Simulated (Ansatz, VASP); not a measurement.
**Two plane-wave programs on LiF**

```
Li F
1.0
     3.10944    0.00000    0.00000
    -1.55472    2.69285    0.00000
     0.00000    0.00000    4.95396
Li F
2 2
Direct
  0.33333 0.66667 0.40147
  0.66667 0.33333 0.90147
  0.33333 0.66667 0.99393
  0.66667 0.33333 0.49393
```

Alike in both runs: task single point; functional PBE; k mesh 9 × 9 × 6; occupations gaussian, width 0.05 eV; no spin polarisation.

|  | VASP | Ansatz |
| --- | --- | --- |
| version | VASP 6.6.1 | Ansatz 0.2.0 |
| potentials or method | VASP PAW PBE potentials, release 64 (Li_sv, F), cutoff 520 eV | scalar-relativistic, plane waves, PAW |
| valence electrons in the cell | 20 | 20 |

```csv
,VASP,Ansatz,Ansatz less VASP
gap on the k mesh at the Fermi level (eV),7.50,7.52,+0.012
least direct gap on the mesh (eV),7.50,7.52,+0.012
rms of the force components (eV/Å),0.132,0.127,-0.0056
```

Atom by atom the forces differ by 0.006 eV/Å (rms over components).

Noted on VASP's run: the cutoff is short for stress, so the pressure is rough.
